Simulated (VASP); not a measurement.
# Rh (P6_3/mmc) in VASP: single point with LDA

Aim: the single point of Rh with LDA.

Everything below comes from runs of VASP 6.6.1. Logs are shortened: lines on timing, memory, paths and dates and some standing lists are left out, and cuts for length are marked.

## (1) The cell of the first run

It takes space group P6_3/mmc (No. 194, hexagonal). Conventional cell: a = 2.731 Å, b = 2.731 Å, c = 4.428 Å, α = 90.00°, β = 90.00°, γ = 120.00°. Within 3.6 Å of Rh (site symmetry -6m2) lie 12 Rh at 2.72 to 2.73 Å.

## (2) Single point, LDA

Contents of INCAR:

```
SYSTEM = Rh
PREC = Accurate
ENCUT = 500
EDIFF = 1E-6
ISMEAR = 0
SIGMA = 0.1
LREAL = .FALSE.
LASPH = .TRUE.
NELM = 120
ALGO = Normal
ISIF = 2
LWAVE = .FALSE.
LCHARG = .FALSE.
NBANDS = 22
GGA_COMPAT = .FALSE.
```

Contents of KPOINTS:

```
Automatic mesh
0
G
  6 6 4
  0 0 0
```

Contents of POSCAR:

```
Rh
1.0
    2.7309790422      0.0000000000      0.0000000000
   -1.3654895211      2.3650972278      0.0000000000
    0.0000000000      0.0000000000      4.4284890000
Rh
2
Direct
    0.6666666700      0.3333333300      0.7500000000
    0.3333333300      0.6666666700      0.2500000000
```

Potentials or basis: VASP PAW LDA potentials, release 64 (Rh_pv).

On the command line:

```console
> cat potpaw_LDA.64/Rh_pv/POTCAR > POTCAR
> mpirun -np 1 vasp_std > vasp.out
```

OUTCAR:

```text
SYSTEM = Rh
   PREC = Accurate
   ENCUT = 500
   EDIFF = 1E-6
   ISMEAR = 0
   LREAL = .FALSE.
   LASPH = .TRUE.
   NELM = 120
   ISIF = 2

 ion  position               nearest neighbor table
   1  0.667  0.333  0.750-   2 2.72   2 2.72   2 2.72   2 2.72   2 2.72   2 2.72
   2  0.333  0.667  0.250-   1 2.72   1 2.72   1 2.72   1 2.72   1 2.72   1 2.72

  LATTYP: Found a hexagonal cell.
 ALAT       =     2.7309790422
 C/A-ratio  =     1.6215756077

  Lattice vectors:

 A1 = (   2.7309790422,   0.0000000000,   0.0000000000)
 A2 = (  -1.3654895211,   2.3650972278,   0.0000000000)
 A3 = (   0.0000000000,   0.0000000000,   4.4284890000)

Analysis of symmetry for initial positions (statically):
=====================================================================
 Subroutine PRICEL returns:
 Original cell was already a primitive cell.

 Routine SETGRP: Setting up the symmetry group for a
 hexagonal supercell.

 Subroutine GETGRP returns: Found 24 space group operations
 (whereof 12 operations were pure point group operations)
 out of a pool of 24 trial point group operations.

The static configuration has the point symmetry D_3d.
 The point group associated with its full space group is D_6h.

Analysis of symmetry for dynamics (positions and initial velocities):
=====================================================================
 Subroutine PRICEL returns:
 Original cell was already a primitive cell.

 Routine SETGRP: Setting up the symmetry group for a
 hexagonal supercell.

 Subroutine GETGRP returns: Found 24 space group operations
 (whereof 12 operations were pure point group operations)
 out of a pool of 24 trial point group operations.

The dynamic configuration has the point symmetry D_3d.
 The point group associated with its full space group is D_6h.

 Subroutine INISYM returns: Found 24 space group operations
 (whereof 12 operations are pure point group operations),
 and found     1 'primitive' translations

----------------------------------------------------------------------------------------

                                     Primitive cell

  volume of cell :      28.6037

  direct lattice vectors                    reciprocal lattice vectors
     2.730979042  0.000000000  0.000000000     0.366169049  0.211407799  0.000000000
    -1.365489521  2.365097228  0.000000000     0.000000000  0.422815599  0.000000000
     0.000000000  0.000000000  4.428489000     0.000000000  0.000000000  0.225810655

  length of vectors
     2.730979042  2.730979042  4.428489000     0.422815599  0.422815599  0.225810655

  position of ions in fractional coordinates (direct lattice)
     0.666666670  0.333333330  0.750000000
     0.333333330  0.666666670  0.250000000

  ion indices of the primitive-cell ions
   primitive index   ion index
                 1           1
                 2           2

----------------------------------------------------------------------------------------

 KPOINTS: Automatic mesh

Automatic generation of k-mesh.
 Grid dimensions read from file:
 generate k-points for:    6    6    4

 Generating k-lattice:

  Cartesian coordinates                     Fractional coordinates (reciprocal lattice)
     0.061028175  0.035234633  0.000000000     0.166666667  0.000000000  0.000000000
     0.000000000  0.070469266  0.000000000     0.000000000  0.166666667  0.000000000
     0.000000000  0.000000000  0.056452664     0.000000000  0.000000000  0.250000000

  Length of vectors
     0.070469266  0.070469266  0.056452664

  Shift w.r.t. Gamma in fractional coordinates (k-lattice)
     0.000000000  0.000000000  0.000000000

 Subroutine IBZKPT returns following result:
 ===========================================

 Found     21 irreducible k-points:

 Following reciprocal coordinates:
            Coordinates               Weight
  0.000000  0.000000  0.000000      1.000000
  0.166667  0.000000  0.000000      6.000000
  0.333333  0.000000  0.000000      6.000000
  0.500000  0.000000  0.000000      3.000000
  0.166667  0.166667  0.000000      6.000000
  0.333333  0.166667  0.000000     12.000000
[... 13 lines left out ...]
  0.333333  0.166667  0.500000     12.000000
  0.333333  0.333333  0.500000      2.000000
   k-points           NKPTS =     21   k-points in BZ     NKDIM =     21   number of bands    NBANDS=     22
   number of dos      NEDOS =    301   number of ions     NIONS =      2
   total plane-waves  NPLWV =  12800
   dimension x,y,z NGX =    20 NGY =   20 NGZ =   32
   dimension x,y,z NGXF=    40 NGYF=   40 NGZF=   64
   ions per type =               2
   NGX,Y,Z   is equivalent  to a cutoff of  12.17, 12.17, 12.01 a.u.
   NGXF,Y,Z  is equivalent  to a cutoff of  24.35, 24.35, 24.03 a.u.
 SYSTEM =  Rh
   PREC   = accura    normal or accurate (medium, high low for compatibility)
   ISTART =      0    job   : 0-new  1-cont  2-samecut
   ICHARG =      2    charge: 1-file 2-atom 10-const
   ISPIN  =      1    spin polarized calculation?
   LNONCOLLINEAR =      F non collinear calculations
   LSORBIT =      F    spin-orbit coupling
   LASPH  =      T    aspherical Exc in radial PAW
   ENCUT  =  500.0 eV  36.75 Ry    6.06 a.u.   4.98  4.98  8.07*2*pi/ulx,y,z
   NELM   =    120;   NELMIN=  2; NELMDL= -5     # of ELM steps
   EDIFF  = 0.1E-05   stopping-criterion for ELM
   LREAL  =      F    real-space projection
   EDIFFG = 0.1E-04   stopping-criterion for IOM
   NSW    =      0    number of steps for IOM
   IBRION =     -1    ionic relax: 0-MD 1-quasi-New 2-CG
   NFREE  =      0    steps in history (QN), initial steepest desc. (CG)
   ISIF   =      2    stress and relaxation
   ISYM   =      2    0-nonsym 1-usesym 2-fastsym
   POTIM  = 0.5000    time-step for ionic-motion
   TEBEG  =    0.0;   TEEND  =   0.0 temperature during run
   PSTRESS=    0.0 pullay stress
   NELECT =      30.0000    total number of electrons
   NUPDOWN=      -1.0000    fix difference up-down
   EMIN   =  10.00;   EMAX   =-10.00  energy-range for DOS
   EFERMI =   0.00;   METHOD = LEGACY
   ISMEAR =     0;   SIGMA  =   0.10  broadening in eV -4-tet -1-fermi 0-gaus
   EFERMI_NEDOS =   21; number of points for ismear=-14 and -15
   IALGO  =     38    algorithm
   IMIX   =      4    mixing-type and parameters
     AMIX     =   0.40;   BMIX     =  1.00
     AMIX_MAG =   1.60;   BMIX_MAG =  1.00
  volume/ion in A,a.u.               =      14.30        96.51
  Fermi-wavevector in a.u.,A,eV,Ry     =   1.663314  3.143208 37.642066  2.766614
  Thomas-Fermi vector in A             =   2.750053
   LORBIT       =      0    0 simple, 1 ext, 2 COOP (PROOUT), +10 PAW based schemes
   GGA     = CA    functional components
   LHFCALC =     F    Hartree Fock is set to
   AEXX    =    0.0000 exact exchange contribution
   IVDW    =     0    specifies the selected vdW correction
   LEPSILON=     F    determine dielectric tensor
   LRPA    =     F    only Hartree local field effects (RPA)
 non-spin polarized calculation
 Gauss-broadening in eV      SIGMA  =   0.10
  energy-cutoff  :      500.00
  volume of cell :       28.60
 maximum number of plane-waves:       756
 NGX is ok and might be reduce to    20
   NGX =  9   NGY =  9   NGZ = 17

 number of electron      30.0000011 magnetization

 Free energy of the ion-electron system (eV)
  ---------------------------------------------------
  ext. energy  EPLUGINS =         0.00000000
  ---------------------------------------------------
  free energy    TOTEN  =       -17.14061558 eV

  energy without entropy =      -17.12761773  energy(sigma->0) =      -17.13411666

 E-fermi :  10.9729     XC(G=0): -14.1009

 val. band max:       10.9671897589   @ k =   0.1667   0.1667   0.0000
 cond. band min:      10.9901660135   @ k =   0.3333   0.3333   0.0000
 fundamental gap:      0.0229762546
 Fermi energy:        10.9728921526

 k-point     1 :       0.0000    0.0000    0.0000
  band No.  band energies     occupation
      1     -35.7891      2.00000
      2     -35.1667      2.00000
      3     -35.1667      2.00000
      4     -35.1272      2.00000
      5     -35.0721      2.00000
      6     -35.0721      2.00000
[... 14 lines left out ...]
     21      29.0674      0.00000
     22      29.7067      0.00000

 k-point     2 :       0.1667    0.0000    0.0000
  band No.  band energies     occupation
      1     -35.7341      2.00000
      2     -35.2882      2.00000
      3     -35.2054      2.00000
      4     -35.1968      2.00000
      5     -35.1510      2.00000
      6     -35.0924      2.00000
[... 14 lines left out ...]
     21      29.4868      0.00000
     22      29.7384      0.00000

 k-point     3 :       0.3333    0.0000    0.0000
  band No.  band energies     occupation
      1     -35.6010      2.00000
      2     -35.5319      2.00000
      3     -35.4357      2.00000
      4     -35.2786      2.00000
      5     -35.2213      2.00000
      6     -35.1362      2.00000
[... 14 lines left out ...]
     21      25.7513      0.00000
     22      26.8395      0.00000

 k-point     4 :       0.5000    0.0000    0.0000
  band No.  band energies     occupation
      1     -35.6537      2.00000
      2     -35.5507      2.00000
      3     -35.5029      2.00000
      4     -35.3139      2.00000
      5     -35.2879      2.00000
      6     -35.1590      2.00000
[... 14 lines left out ...]
     21      23.8734      0.00000
     22      24.7721      0.00000

 k-point     5 :       0.1667    0.1667    0.0000
  band No.  band energies     occupation
      1     -35.6389      2.00000
      2     -35.4218      2.00000
      3     -35.4050      2.00000
      4     -35.2483      2.00000
      5     -35.1991      2.00000
      6     -35.1599      2.00000
[... 14 lines left out ...]
     21      24.3226      0.00000
     22      28.0024      0.00000

 k-point     6 :       0.3333    0.1667    0.0000
  band No.  band energies     occupation
      1     -35.5898      2.00000
      2     -35.5047      2.00000
      3     -35.5043      2.00000
      4     -35.3577      2.00000
      5     -35.2865      2.00000
      6     -35.2296      2.00000
[... 14 lines left out ...]
     21      21.6756      0.00000
     22      26.1529      0.00000

 k-point     7 :       0.3333    0.3333    0.0000
  band No.  band energies     occupation
      1     -35.5557      2.00000
      2     -35.4601      2.00000
      3     -35.4601      2.00000
      4     -35.3875      2.00000
      5     -35.3875      2.00000
      6     -35.3577      2.00000
[... 249 lines left out ...]
      6     -35.2078      2.00000
[... 14 lines left out ...]
     21      27.1178      0.00000
     22      27.1178      0.00000

 k-point    18 :       0.5000    0.0000    0.5000
  band No.  band energies     occupation
      1     -35.7056      2.00000
      2     -35.7056      2.00000
      3     -35.2894      2.00000
      4     -35.2894      2.00000
      5     -35.2369      2.00000
      6     -35.2369      2.00000
[... 14 lines left out ...]
     21      27.3707      0.00000
     22      27.3707      0.00000

 k-point    19 :       0.1667    0.1667    0.5000
  band No.  band energies     occupation
      1     -35.5525      2.00000
      2     -35.5525      2.00000
      3     -35.2838      2.00000
      4     -35.2838      2.00000
      5     -35.2010      2.00000
      6     -35.2010      2.00000
[... 14 lines left out ...]
     21      26.6688      0.00000
     22      26.6688      0.00000

 k-point    20 :       0.3333    0.1667    0.5000
  band No.  band energies     occupation
      1     -35.6524      2.00000
      2     -35.6524      2.00000
      3     -35.3519      2.00000
      4     -35.3519      2.00000
      5     -35.2299      2.00000
      6     -35.2299      2.00000
[... 14 lines left out ...]
     21      24.7894      0.00000
     22      24.7894      0.00000

 k-point    21 :       0.3333    0.3333    0.5000
  band No.  band energies     occupation
      1     -35.6157      2.00000
      2     -35.6157      2.00000
      3     -35.4574      2.00000
      4     -35.4574      2.00000
      5     -35.2282      2.00000
      6     -35.2282      2.00000
[... 14 lines left out ...]
     21      20.9844      0.00000
     22      20.9844      0.00000

------------------------ aborting loop because EDIFF is reached ----------------------------------------

  FORCE on cell =-STRESS in cart. coord.  units (eV):
  Direction    XX          YY          ZZ          XY          YZ          ZX
  --------------------------------------------------------------------------------------
  -------------------------------------------------------------------------------------
  Total       -2.9995709     -2.9995709     -3.9834295     -0.0000000     -0.0000000      0.0000000
  in kB     -168.0145051   -168.0145051   -223.1232261     -0.0000000     -0.0000000      0.0000000
  external PRESSURE =    -186.3840788 kB  Pullay stress =       0.0000000 kB

 VOLUME and BASIS-vectors are now :
 -----------------------------------------------------------------------------
  energy-cutoff  :      500.00
  volume of cell :       28.60
      direct lattice vectors                 reciprocal lattice vectors
     2.730979042  0.000000000  0.000000000     0.366169049  0.211407799  0.000000000
    -1.365489521  2.365097228  0.000000000     0.000000000  0.422815599  0.000000000
     0.000000000  0.000000000  4.428489000     0.000000000  0.000000000  0.225810655

 POSITION                                       TOTAL-FORCE (eV/Angst)
 -----------------------------------------------------------------------------------
      1.36549      0.78837      3.32137        -0.000000      0.000000      0.000000
     -0.00000      1.57673      1.10712         0.000000     -0.000000      0.000000
 -----------------------------------------------------------------------------------
    total drift:                               -0.000005      0.000003     -0.000000

  FREE ENERGIE OF THE ION-ELECTRON SYSTEM (eV)
  ---------------------------------------------------
  free  energy   TOTEN  =       -17.1406155843 eV

  energy  without entropy=      -17.1276177346  energy(sigma->0) =      -17.13411666
```

Run time: 14 s. Hardware: 1 thread of Intel Xeon 8259CL, shared host; peak memory 0.13 GiB.

What came out:

```
Free energy            : -17.1406 eV
Pressure               : -18.6 GPa
Band gap on the k mesh : zero (band 15 reaches 11.69 eV, above the bottom of band 16 at 9.38 eV)
```

Stress tensor (GPa, compression positive):
```
-16.80   0.00   0.00
  0.00 -16.80   0.00
  0.00   0.00 -22.31
```

Caveat: the k points lie up to 0.44 Å⁻¹ apart.
